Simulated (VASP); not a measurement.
Here is a VASP 6.6.1 calculation.

INCAR

```
SYSTEM = KRb
ALGO     = Normal         ! electronic algorithm
EDIFF    = 1E-7           ! SCF threshold, eV
ENCUT    = 520            ! plane-wave cutoff, eV
GGA      = PS             ! functional
ISIF     = 2              ! what is computed and relaxed
ISMEAR   = 0              ! smearing method
LASPH    = .TRUE.         ! aspherical terms in the spheres
LCHARG   = .FALSE.        ! write CHGCAR
LREAL    = .FALSE.        ! projectors in reciprocal space
LWAVE    = .FALSE.        ! write WAVECAR
NBANDS   = 16             ! bands
NELM     = 100            ! most SCF steps
PREC     = Accurate       ! precision mode
SIGMA    = 0.1            ! smearing width, eV
```

The input KPOINTS:

```
k-points
0
G
  8 8 6
  0 0 0
```

The input POSCAR:

```
KRb
1.0
    4.8150309916      0.0000000000      0.0000000000
    0.0000000000      4.8150309916      0.0000000000
    0.0000000000      0.0000000000      6.8071755614
K Rb
1 1
Direct
    0.0000000000      0.0000000000      0.0000000000
    0.5000000000      0.5000000000      0.5000000000
```

Potentials or basis: VASP PAW PBE potentials, release 64 (K_sv, Rb_sv).

Command:

```sh
$ cat potpaw_PBE.64/K_sv/POTCAR potpaw_PBE.64/Rb_sv/POTCAR > POTCAR
$ mpirun -np 1 vasp_std > vasp.out
```

**Question.** What does it give for the band gap on the k mesh?

**Answer.** Zero (band 9 reaches 1.05 eV, above the bottom of band 10 at -1.16 eV).

**Question.** Predict the pressure.

**Answer.** 0.0 GPa.

Caveat: the PAW data sets were made with another functional, which shifts forces and pressure a little.
